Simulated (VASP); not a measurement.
Runs of VASP 6.6.1 on MgS. The structure is that of space group Fm-3m (No. 225), or close to it. The cells are those of the table. 

```tsv
cell	gap on the mesh (eV)	pressure (GPa)
a = 3.680, b = 3.680, c = 3.734 Å, angles 59.5, 59.5, 61.0°, 2 atoms	2.54	-2.1
a = 3.625, b = 3.625, c = 3.569 Å, angles 60.5, 60.5, 59.0°, 2 atoms	2.70	4.2
a = 3.624 Å, angles 60.0°, 2 atoms	2.80	(b)
a = 3.734 Å, angles 60.0°, 2 atoms	2.61	-4.2
a = 3.762, b = 3.762, c = 3.734 Å, angles 60.2, 60.2, 59.5°, 2 atoms	(a)	-5.0
a = 3.707, b = 3.707, c = 3.679 Å, angles 60.2, 60.2, 59.5°, 2 atoms	2.61	-2.2
a = 3.652, b = 3.652, c = 3.624 Å, angles 60.3, 60.3, 59.5°, 2 atoms	2.70	1.3
a = 3.707, b = 3.707, c = 3.734 Å, angles 59.8, 59.8, 60.5°, 2 atoms	2.57	-3.2
```

Alike in all rows: task single point; level PBEsol; potentials or basis VASP PAW PBE potentials, release 64 (Mg, S); no spin polarisation; k mesh 8 × 8 × 8; cutoff (eV) 520; smearing gaussian 0.05 eV.

**Question.** Fill in the values left out.

**Answer.** (a) 2.52; (b) 2.6.

Caveats: the PAW data sets were made with another functional, which shifts forces and pressure a little.

A k mesh can miss the band edges.
